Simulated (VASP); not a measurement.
Runs of VASP 6.6.1 on HfC. The structure is that of space group I4/mmm (No. 139), or close to it. The cells are those of the table. 

| cell | gap on the mesh (eV) | pressure (GPa) |
| --- | --- | --- |
| a = 3.494, b = 3.494, c = 3.013 Å, angles 64.5, 64.5, 51.1°, 2 atoms | none | 30.0 |
| a = 3.348, b = 3.348, c = 3.185 Å, angles 61.6, 61.6, 56.8°, 2 atoms | none | (a) |
| a = 3.196, b = 3.196, c = 3.691 Å, angles 54.7, 54.7, 70.5°, 2 atoms | none | 52.0 |
| a = 3.248, b = 3.248, c = 3.381 Å, angles 58.6, 58.6, 62.7°, 2 atoms | none | 2.8 |
| a = 3.221, b = 3.221, c = 3.471 Å, angles 57.4, 57.4, 65.2°, 2 atoms | none | (b) |

Alike in all rows: task single point; level PBE; potentials or basis VASP PAW PBE potentials, release 64 (Hf_pv, C); no spin polarisation; k mesh 20 × 20 × 20; cutoff (eV) 520; smearing gaussian 0.15 eV.

Q: Estimate the missing entries.

A: (a) 3.8; (b) 12.2.

Caveats: spin-orbit coupling is left out, which moves the levels of the heavy elements.

A k mesh can miss the band edges, and the runs leave out spin-orbit coupling on Hf.

A gap of «none» marks levels without a gap at the run's occupations.
